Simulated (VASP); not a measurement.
# Ni (Cmce) in VASP: relaxation of cell and atoms with PBEsol

Aim: the relaxation of cell and atoms of Ni with PBEsol.

Program: VASP 6.6.1. These are calculated values, not measurements. Logs are shortened: lines on timing, memory, paths and dates and some standing lists are left out, and cuts for length are marked.

**1. The cell of the first run**

Symmetry: Cmce, No. 64, orthorhombic system. The conventional cell has a = 3.748 Å, b = 6.351 Å, c = 3.753 Å, α = 90.00°, β = 90.00°, γ = 90.00°. Within 2.7 Å of Ni (site symmetry m) lie 7 Ni at 2.02 to 2.32 Å.

**2. Relaxation of cell and atoms, PBEsol, collinear spin, ferromagnetic start**

INCAR

```
PREC     = Accurate       # precision mode
ENCUT    = 600            # plane-wave cutoff, eV
EDIFF    = 1E-6           # SCF threshold, eV
ISMEAR   = 0              # smearing method
SIGMA    = 0.1            # smearing width, eV
LREAL    = False          # projectors in reciprocal space
LASPH    = True           # aspherical terms in the spheres
NELM     = 150            # most SCF steps
ALGO     = Normal         # electronic algorithm
ISIF     = 3              # what is computed and relaxed
LWAVE    = False          # write WAVECAR
LCHARG   = False          # write CHGCAR
ISPIN    = 2              # spin polarisation
MAGMOM   = 0.77 0.77 0.77 0.77 # initial moments
LORBIT   = 11             # projections on sites
LMAXMIX  = 4              # l up to which the mixer works
GGA      = PS             # functional
IBRION   = 2              # ionic algorithm
NSW      = 90             # ionic steps
EDIFFG   = -0.04          # ionic threshold
```

KPOINTS

```
regular mesh
0
Gamma
  6 6 4
```

POSCAR

```
Ni
1.0
    1.8737968294     -3.1757381341      0.0000000000
    1.8737968294      3.1757381341      0.0000000000
    0.0000000000      0.0000000000      3.7525785973
Ni
4
Direct
    0.1525000000      0.8475000000      0.0785000000
    0.6525000000      0.3475000000      0.4215000000
    0.8475000000      0.1525000000      0.9215000000
    0.3475000000      0.6525000000      0.5785000000
```

Potentials or basis: VASP PAW PBE potentials, release 64 (Ni).

The run is started by

```console
$ cat potpaw_PBE.64/Ni/POTCAR > POTCAR
$ mpirun -np 1 vasp_std > vasp.out
```

OUTCAR:

```text
PREC = Accurate
   ENCUT = 600
   EDIFF = 1E-6
   ISMEAR = 0
   LREAL = False
   LASPH = True
   NELM = 150
   ISIF = 3
   ISPIN = 2
   LORBIT = 11
   GGA = PS
   IBRION = 2
   NSW = 90
   EDIFFG = -0.04

 ion  position               nearest neighbor table
   1  0.153  0.847  0.078-   3 2.02   4 2.25   4 2.25   2 2.27   2 2.27   3 2.32   3 2.32
   2  0.653  0.347  0.422-   4 2.02   3 2.25   3 2.25   1 2.27   1 2.27   4 2.32   4 2.32
   3  0.847  0.153  0.922-   1 2.02   2 2.25   2 2.25   4 2.27   4 2.27   1 2.32   1 2.32
   4  0.347  0.653  0.578-   2 2.02   1 2.25   1 2.25   3 2.27   3 2.27   2 2.32   2 2.32

  LATTYP: Found a base centered orthorhombic cell.
 ALAT       =     3.7475936588
 B/A-ratio  =     1.6948145521
 C/A-ratio  =     1.0013301705

  Lattice vectors:

 A1 = (   1.8737968294,  -3.1757381341,   0.0000000000)
 A2 = (   1.8737968294,   3.1757381341,   0.0000000000)
 A3 = (   0.0000000000,   0.0000000000,   3.7525785973)

Analysis of symmetry for initial positions (statically):
=====================================================================
 Subroutine PRICEL returns:
 Original cell was already a primitive cell.

 Routine SETGRP: Setting up the symmetry group for a
 base centered orthorhombic supercell.

 Subroutine GETGRP returns: Found  8 space group operations
 (whereof  4 operations were pure point group operations)
 out of a pool of  8 trial point group operations.

The static configuration has the point symmetry C_2h.
 The point group associated with its full space group is D_2h.

Analysis of symmetry for dynamics (positions and initial velocities):
=====================================================================
 Subroutine PRICEL returns:
 Original cell was already a primitive cell.

 Routine SETGRP: Setting up the symmetry group for a
 base centered orthorhombic supercell.

 Subroutine GETGRP returns: Found  8 space group operations
 (whereof  4 operations were pure point group operations)
 out of a pool of  8 trial point group operations.

The dynamic configuration has the point symmetry C_2h.
 The point group associated with its full space group is D_2h.

Analysis of structural, dynamic, and magnetic symmetry:
=====================================================================
 Subroutine PRICEL returns:
 Original cell was already a primitive cell.

 Routine SETGRP: Setting up the symmetry group for a
 base centered orthorhombic supercell.

 Subroutine GETGRP returns: Found  8 space group operations
 (whereof  4 operations were pure point group operations)
 out of a pool of  8 trial point group operations.

The overall configuration has the point symmetry C_2h.
 The point group associated with its full space group is D_2h.

 Subroutine INISYM returns: Found  8 space group operations
 (whereof  4 operations are pure point group operations),
 and found     1 'primitive' translations

----------------------------------------------------------------------------------------

                                     Primitive cell

  volume of cell :      44.6608

  direct lattice vectors                    reciprocal lattice vectors
     1.873796829 -3.175738134  0.000000000     0.266837894 -0.157443712  0.000000000
     1.873796829  3.175738134  0.000000000     0.266837894  0.157443712  0.000000000
     0.000000000  0.000000000  3.752578597     0.000000000  0.000000000  0.266483426

  length of vectors
     3.687333353  3.687333353  3.752578597     0.309824118  0.309824118  0.266483426

  position of ions in fractional coordinates (direct lattice)
     0.152500000  0.847500000  0.078500000
     0.652500000  0.347500000  0.421500000
     0.847500000  0.152500000  0.921500000
     0.347500000  0.652500000  0.578500000

  ion indices of the primitive-cell ions
   primitive index   ion index
                 1           1
                 2           2
                 3           3
                 4           4

----------------------------------------------------------------------------------------

 KPOINTS: regular mesh

Automatic generation of k-mesh.
 Grid dimensions read from file:
 generate k-points for:    6    6    4

 Generating k-lattice:

  Cartesian coordinates                     Fractional coordinates (reciprocal lattice)
     0.044472982 -0.026240619  0.000000000     0.166666667  0.000000000  0.000000000
     0.044472982  0.026240619  0.000000000     0.000000000  0.166666667  0.000000000
     0.000000000  0.000000000  0.066620856     0.000000000  0.000000000  0.250000000

  Length of vectors
     0.051637353  0.051637353  0.066620856

  Shift w.r.t. Gamma in fractional coordinates (k-lattice)
     0.000000000  0.000000000  0.000000000

 Subroutine IBZKPT returns following result:
 ===========================================

 Found     39 irreducible k-points:

 Following reciprocal coordinates:
            Coordinates               Weight
  0.000000  0.000000  0.000000      1.000000
  0.166667 -0.000000  0.000000      4.000000
  0.333333 -0.000000  0.000000      4.000000
  0.500000  0.000000  0.000000      2.000000
  0.166667  0.166667  0.000000      2.000000
  0.333333  0.166667  0.000000      4.000000
[... 16 lines left out ...]
  0.333333  0.333333  0.250000      4.000000
  0.500000  0.333333  0.250000      8.000000
 [... further k-points ...]
   k-points           NKPTS =     39   k-points in BZ     NKDIM =     39   number of bands    NBANDS=     26
   number of dos      NEDOS =    301   number of ions     NIONS =      4
   total plane-waves  NPLWV =  27000
   dimension x,y,z NGX =    30 NGY =   30 NGZ =   30
   dimension x,y,z NGXF=    60 NGYF=   60 NGZF=   60
   ions per type =               4
   NGX,Y,Z   is equivalent  to a cutoff of  13.53, 13.53, 13.29 a.u.
   NGXF,Y,Z  is equivalent  to a cutoff of  27.05, 27.05, 26.58 a.u.
 SYSTEM =  unknown system
   PREC   = accura    normal or accurate (medium, high low for compatibility)
   ISTART =      0    job   : 0-new  1-cont  2-samecut
   ICHARG =      2    charge: 1-file 2-atom 10-const
   ISPIN  =      2    spin polarized calculation?
   LNONCOLLINEAR =      F non collinear calculations
   LSORBIT =      F    spin-orbit coupling
   LASPH  =      T    aspherical Exc in radial PAW
   ENCUT  =  600.0 eV  44.10 Ry    6.64 a.u.   7.36  7.36  7.49*2*pi/ulx,y,z
   NELM   =    150;   NELMIN=  2; NELMDL= -5     # of ELM steps
   EDIFF  = 0.1E-05   stopping-criterion for ELM
   LREAL  =      F    real-space projection
   EDIFFG = -.4E-01   stopping-criterion for IOM
   NSW    =     90    number of steps for IOM
   IBRION =      2    ionic relax: 0-MD 1-quasi-New 2-CG
   NFREE  =      1    steps in history (QN), initial steepest desc. (CG)
   ISIF   =      3    stress and relaxation
   ISYM   =      2    0-nonsym 1-usesym 2-fastsym
   POTIM  = 0.5000    time-step for ionic-motion
   TEBEG  =    0.0;   TEEND  =   0.0 temperature during run
   PSTRESS=    0.0 pullay stress
   NELECT =      40.0000    total number of electrons
   NUPDOWN=      -1.0000    fix difference up-down
   EMIN   =  10.00;   EMAX   =-10.00  energy-range for DOS
   EFERMI =   0.00;   METHOD = LEGACY
   ISMEAR =     0;   SIGMA  =   0.10  broadening in eV -4-tet -1-fermi 0-gaus
   EFERMI_NEDOS =   21; number of points for ismear=-14 and -15
   IALGO  =     38    algorithm
   IMIX   =      4    mixing-type and parameters
     AMIX     =   0.40;   BMIX     =  1.00
     AMIX_MAG =   1.60;   BMIX_MAG =  1.00
  volume/ion in A,a.u.               =      11.17        75.35
  Fermi-wavevector in a.u.,A,eV,Ry     =   1.578044  2.982071 33.881549  2.490224
  Thomas-Fermi vector in A             =   2.678635
   LORBIT       =     11    0 simple, 1 ext, 2 COOP (PROOUT), +10 PAW based schemes
   GGA     = PS    functional components
   LHFCALC =     F    Hartree Fock is set to
   AEXX    =    0.0000 exact exchange contribution
   IVDW    =     0    specifies the selected vdW correction
   LEPSILON=     F    determine dielectric tensor
   LRPA    =     F    only Hartree local field effects (RPA)
 conjugate gradient relaxation of ions
 spin polarized calculation
 Gauss-broadening in eV      SIGMA  =   0.10
  energy-cutoff  :      600.00
  volume of cell :       44.66
 maximum number of plane-waves:      1517
 NGX is ok and might be reduce to    30
   NGX = 15   NGY = 15   NGZ = 15

--------------------------------------- Ionic step        1  -------------------------------------------

 number of electron      40.0000016 magnetization       2.6812330

 Free energy of the ion-electron system (eV)
  ---------------------------------------------------
  ext. energy  EPLUGINS =         0.00000000
  ---------------------------------------------------
  free energy    TOTEN  =       -21.38030925 eV

  energy without entropy =      -21.35257771  energy(sigma->0) =      -21.36644348

------------------------ aborting loop because EDIFF is reached ----------------------------------------

  FORCE on cell =-STRESS in cart. coord.  units (eV):
  Direction    XX          YY          ZZ          XY          YZ          ZX
  --------------------------------------------------------------------------------------
  -------------------------------------------------------------------------------------
  Total        4.4279787     10.8806994      5.6221590      0.0000000     -0.0000000      0.0000000
  in kB      158.8506982    390.3376282    201.6910993      0.0000000     -0.0000000      0.0000000
  external PRESSURE =     250.2931419 kB  Pullay stress =       0.0000000 kB
[... 95 lines left out ...]
  FREE ENERGIE OF THE ION-ELECTRON SYSTEM (eV)
  ---------------------------------------------------
  free  energy   TOTEN  =       -21.8855838330 eV

  energy  without entropy=      -21.8531330638  energy(sigma->0) =      -21.86935845

[... ionic steps 4 to 15 ...]

--------------------------------------- Ionic step       16  -------------------------------------------

 number of electron      40.0000005 magnetization      -2.5415795

------------------------ aborting loop because EDIFF is reached ----------------------------------------
[... 71 lines left out ...]
--------------------------------------- Ionic step       18  -------------------------------------------

 number of electron      39.9999999 magnetization      -2.5248532

 Free energy of the ion-electron system (eV)
  ---------------------------------------------------
  ext. energy  EPLUGINS =         0.00000000
  ---------------------------------------------------
  free energy    TOTEN  =       -23.04419455 eV

  energy without entropy =      -23.01067700  energy(sigma->0) =      -23.02743578

 E-fermi :   8.6503     XC(G=0): -13.1211

 val. band max:        8.6462321365   @ k =   0.5000   0.1667   0.0000
 cond. band min:       8.6555044600   @ k =  -0.1667   0.1667   0.0000
 fundamental gap:      0.0092723235
 Fermi energy:         8.6502966477

 spin component 1

 k-point     1 :       0.0000    0.0000    0.0000
  band No.  band energies     occupation
      1      -0.1521      1.00000
      2       4.4791      1.00000
      3       4.6066      1.00000
      4       4.8918      1.00000
      5       5.1716      1.00000
      6       5.4765      1.00000
[... 685 lines left out ...]
     25      13.8547      0.00000
     26      19.8104      0.00000

 [... further k-points ...]

 spin component 2

 k-point     1 :       0.0000    0.0000    0.0000
  band No.  band energies     occupation
      1      -0.1612      1.00000
      2       4.0522      1.00000
      3       4.1796      1.00000
      4       4.3857      1.00000
      5       4.6982      1.00000
      6       4.8870      1.00000
[... 685 lines left out ...]
     25      13.6189      0.00000
     26      19.6545      0.00000

 [... further k-points ...]

------------------------ aborting loop because EDIFF is reached ----------------------------------------

  FORCE on cell =-STRESS in cart. coord.  units (eV):
  Direction    XX          YY          ZZ          XY          YZ          ZX
  --------------------------------------------------------------------------------------
  -------------------------------------------------------------------------------------
  Total       -0.0299805     -0.0112250     -0.1107343      0.0000000      0.0000000      0.0000000
  in kB       -1.0601533     -0.3969323     -3.9157179      0.0000000      0.0000000      0.0000000
  external PRESSURE =      -1.7909345 kB  Pullay stress =       0.0000000 kB
[... 19 lines left out ...]
  FREE ENERGIE OF THE ION-ELECTRON SYSTEM (eV)
  ---------------------------------------------------
  free  energy   TOTEN  =       -23.0441945471 eV

  energy  without entropy=      -23.0106770040  energy(sigma->0) =      -23.02743578

 reached required accuracy - stopping structural energy minimisation

 total charge

# of ion       s       p       d       tot
------------------------------------------
    1        0.523   0.489   8.352   9.364
    2        0.523   0.489   8.352   9.364
    3        0.523   0.489   8.352   9.364
    4        0.523   0.489   8.352   9.364
--------------------------------------------------
tot          2.091   1.957  33.409  37.458

 magnetization (x)

# of ion       s       p       d       tot
------------------------------------------
    1        0.005   0.017  -0.658  -0.636
    2        0.005   0.017  -0.658  -0.636
    3        0.005   0.017  -0.658  -0.636
    4        0.005   0.017  -0.658  -0.636
--------------------------------------------------
tot          0.019   0.066  -2.631  -2.545
```

Run time: 17 min. Hardware: 1 thread of Intel Xeon Platinum 8375C at 2.90GHz (Ice Lake), shared host; peak memory 0.24 GiB.

What came out:

| Item | Value |
| --- | --- |
| Free energy | -23.0442 eV |
| Relaxed volume | 11.33 Å³/atom |
| Relaxed cell | a = 4.341 Å, b = 4.341 Å, c = 3.553 Å, α = 90.00°, β = 90.00°, γ = 137.39° |
| Space group after relaxing (to 0.1 Å) | Fmmm (No. 69) |
| Energy gained by relaxing | 416.0 meV/atom |
| Ionic steps | 18 |
| Pressure after relaxing | -0.2 GPa |
| Largest force after relaxing | 0.010 eV/Å |
| Net moment | -2.52 μB per cell |
| Site moments | Ni -0.64 μB |
| Valence electrons inside the program's atomic spheres | Ni 9.36 |

Forces in eV/Å, atoms in the order of the input:
```
Ni   0.000 -0.002 -0.010
Ni   0.000 -0.002  0.010
Ni   0.000  0.002  0.010
Ni   0.000  0.002 -0.010
```

Stress tensor (GPa, compression positive):
```
-0.11  0.00  0.00
 0.00 -0.04  0.00
 0.00  0.00 -0.39
```

Step by step:
```csv
step,energy change (eV),largest force (eV/Å),pressure (GPa),volume (Å³)
1,0.0000,0.9838,25.03,44.66
2,-0.1929,0.4392,-13.25,56.83
3,-0.5053,0.3694,-0.89,50.66
4,-0.5054,0.3644,-0.47,50.53
5,-0.5429,0.3922,-0.67,50.45
6,-0.6730,0.4731,-1.13,50.16
7,-1.0143,0.6417,-3.31,49.40
8,-1.5778,0.5262,-4.94,47.13
9,-1.5650,0.3946,-5.88,47.55
10,-1.5791,0.4457,-5.45,47.31
11,-1.6051,0.5283,-2.91,46.44
12,-1.6057,0.5516,-2.49,46.29
13,-1.6269,0.4472,-1.67,45.99
14,-1.6558,0.1170,1.25,45.07
15,-1.6612,0.0605,0.27,45.26
16,-1.6630,0.0419,-0.86,45.49
17,-1.6630,0.0387,-0.76,45.46
18,-1.6639,0.0099,-0.18,45.31
```

Final structure:
```yaml
crystal:
  lattice:
    - [1.57691, -4.04393, 0.00000]
    - [1.57691, 4.04393, 0.00000]
    - [0.00000, 0.00000, 3.55256]
  atoms:
    - { symbol: Ni, position: [0.14038, 0.85962, 0.00023] }
    - { symbol: Ni, position: [0.64038, 0.35962, 0.49977] }
    - { symbol: Ni, position: [0.85962, 0.14038, 0.99977] }
    - { symbol: Ni, position: [0.35962, 0.64038, 0.50023] }
```

Levels at points of the mesh, in eV from the Fermi level:
Spin up:
```tsv
k point	band 16	band 17	band 18	band 19	band 20	band 21	band 22	band 23
(0.00, 0.00, 0.00)	-0.23	-0.21	0.19	0.39	0.45	0.71	0.76	2.48
(0.50, 0.00, 0.00)	-1.10	-0.46	-0.46	-0.16	-0.16	0.19	0.19	3.40
(0.50, 0.50, 0.00)	0.03	0.12	0.22	0.35	0.44	0.67	0.80	5.65
(0.00, 0.00, 0.50)	-1.10	-0.92	-0.92	-0.44	-0.44	-0.23	-0.23	5.57
(0.50, 0.00, 0.50)	-0.90	-0.28	-0.28	0.10	0.10	1.36	1.36	2.63
(0.50, 0.50, 0.50)	-0.97	-0.62	-0.62	0.27	0.27	0.59	0.59	0.88
```
Spin down:
| k point | band 19 | band 20 | band 21 | band 22 | band 23 | band 24 |
| --- | --- | --- | --- | --- | --- | --- |
| (0.00, 0.00, 0.00) | -0.32 | -0.06 | -0.01 | 0.33 | 2.48 | 5.67 |
| (0.50, 0.00, 0.00) | -0.87 | -0.87 | -0.41 | -0.41 | 3.06 | 3.06 |
| (0.50, 0.50, 0.00) | -0.41 | -0.33 | -0.09 | 0.03 | 5.62 | 5.68 |
| (0.00, 0.00, 0.50) | -1.16 | -1.16 | -0.94 | -0.94 | 5.36 | 5.36 |
| (0.50, 0.00, 0.50) | -0.63 | -0.63 | 0.78 | 0.78 | 2.37 | 2.37 |
| (0.50, 0.50, 0.50) | -0.49 | -0.49 | 0.11 | 0.11 | 0.26 | 0.26 |

Caveat: the k points lie up to 0.44 Å⁻¹ apart in the final cell; a cell axis changed by over 15 % at a fixed basis, so the end point is rough; the PAW data sets were made with another functional, which shifts forces and pressure a little.
